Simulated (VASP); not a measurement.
The system is KCl.

```
K Cl
1.0
     0.00000    3.18918    3.18918
     3.18918    0.00000    3.18918
     3.18918    3.18918    0.00000
K Cl
1 1
Direct
  0.00000 0.00000 0.00000
  0.50000 0.50000 0.50000
```

```yaml
Program: VASP 6.6.1
Task: relaxation of cell and atoms
Functional: r2SCAN
Potentials_or_basis: VASP PAW PBE potentials, release 64 (K_sv, Cl)
Cutoff: 600 eV
k_mesh: 6 × 6 × 6
Occupations: fermi-dirac, width 0.02 eV
Spin: no spin polarisation
```

At the start: pressure -0.7 GPa; volume 32.44 Å³/atom.

Task: Where does the relaxation end?

Result: Over 3 steps the energy falls by 2.8 meV/atom and the volume is 31.22 Å³/atom (-3.8 %); space group Fm-3m (No. 225, to 0.1 Å) before and after.

The path:
```csv
step,energy change (eV),largest force (eV/Å),pressure (GPa),volume (Å³)
1,0.0000,0.0000,-0.69,64.87
2,-0.0043,0.0000,-0.35,63.57
3,-0.0056,0.0000,-0.02,62.43
```

Final structure:
```yaml
crystal:
  lattice:
    - [0.00000, 3.14863, 3.14863]
    - [3.14863, 0.00000, 3.14863]
    - [3.14863, 3.14863, 0.00000]
  atoms:
    - { symbol: K, position: [0.00000, 0.00000, 0.00000] }
    - { symbol: Cl, position: [0.50000, 0.50000, 0.50000] }
```

Caveat: the PAW data sets were made with another functional, which shifts forces and pressure a little.
